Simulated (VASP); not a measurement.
Al8N7 (a cell with a defect): single point with LDA

Al8N7 (a cell with a defect):

```
Al N
1.0
    -4.01092    4.01092    0.00000
    -4.01092    0.00000    4.01092
     0.00000    4.01092    4.01092
Al N
8 7
Direct
  0.75000 0.75000 0.75000
  0.25000 0.75000 0.75000
  0.75000 0.25000 0.75000
  0.75000 0.75000 0.25000
  0.25000 0.25000 0.75000
  0.25000 0.75000 0.25000
  0.75000 0.25000 0.25000
  0.25000 0.25000 0.25000
  0.40616 0.96884 0.46884
  0.00000 0.50000 0.50000
  0.00000 0.00000 0.00000
  0.50000 0.50000 0.50000
  0.50000 0.00000 0.00000
  0.00000 0.50000 0.00000
  0.50000 0.50000 0.00000
```

This cell differs from its parent crystal: atoms taken out, atom 9 moved 0.250 of the way to it and -0.250 Å across, host rigid.

```json
{
 "Program": "VASP 6.6.1",
 "Task": "single point",
 "Functional": "LDA",
 "Potentials or basis": "VASP PAW LDA potentials, release 64 (Al, N)",
 "Cutoff": "520 eV",
 "k mesh": "4 × 4 × 4",
 "Occupations": "gaussian, width 0.05 eV",
 "Spin": "no spin polarisation"
}
```

```
Largest force : 8.691 eV/Å
```

Forces in eV/Å, atoms in the order of the input:
```
Al   3.066  1.307 -0.070
Al   7.138  4.841  1.073
Al   0.155 -0.155  2.883
Al   0.239 -0.239 -1.435
Al   0.276 -0.276  0.900
Al  -0.080  0.080 -2.884
Al  -1.307 -3.066 -0.070
Al  -4.841 -7.138  1.073
N   -5.698  5.698  1.242
N   -0.133 -0.338  0.769
N    0.338  0.133  0.769
N    1.395  0.347 -2.121
N   -0.347 -1.395 -2.121
N   -0.078  0.078  0.003
N   -0.122  0.122 -0.010
```

Levels at points of the mesh, in eV from the Fermi level:
| k point | band 24 | band 25 | band 26 | band 27 | band 28 | band 29 | band 30 | band 31 | band 32 | band 33 |
| --- | --- | --- | --- | --- | --- | --- | --- | --- | --- | --- |
| (0.00, 0.00, 0.00) | -0.73 | -0.58 | -0.53 | -0.07 | 0.17 | 0.28 | 3.89 | 5.77 | 5.84 | 5.89 |
| (0.50, 0.00, 0.00) | -1.17 | -0.80 | -0.75 | -0.51 | -0.35 | 0.18 | 2.44 | 4.97 | 5.62 | 5.81 |
| (0.00, 0.50, 0.00) | -1.44 | -1.05 | -0.50 | -0.11 | 0.00 | 0.02 | 2.38 | 4.55 | 5.58 | 6.19 |
| (0.50, 0.50, 0.50) | -1.40 | -0.78 | -0.74 | -0.43 | -0.32 | 0.18 | 2.56 | 4.64 | 5.63 | 7.41 |
| (0.50, 0.50, 0.00) | -0.94 | -0.85 | -0.78 | -0.76 | -0.22 | 0.68 | 2.53 | 4.06 | 4.77 | 6.24 |
| (0.00, 0.50, 0.50) | -1.12 | -1.10 | -0.77 | -0.69 | -0.41 | 0.34 | 2.11 | 4.53 | 4.93 | 6.63 |

It took 4 min on 1 thread of Intel(R) Xeon(R) Platinum 8488C (Sapphire Rapids) (shared host), peak memory 0.25 GiB.

Caveat: the cell carries a net charge on a neutralising background, which shifts energy and pressure; the cell differs from its parent crystal (atoms taken out, atom 9 moved 0.250 of the way to it and -0.250 Å across, host rigid); the cell is charged against a uniform background, so pressure and absolute levels hang on convention.
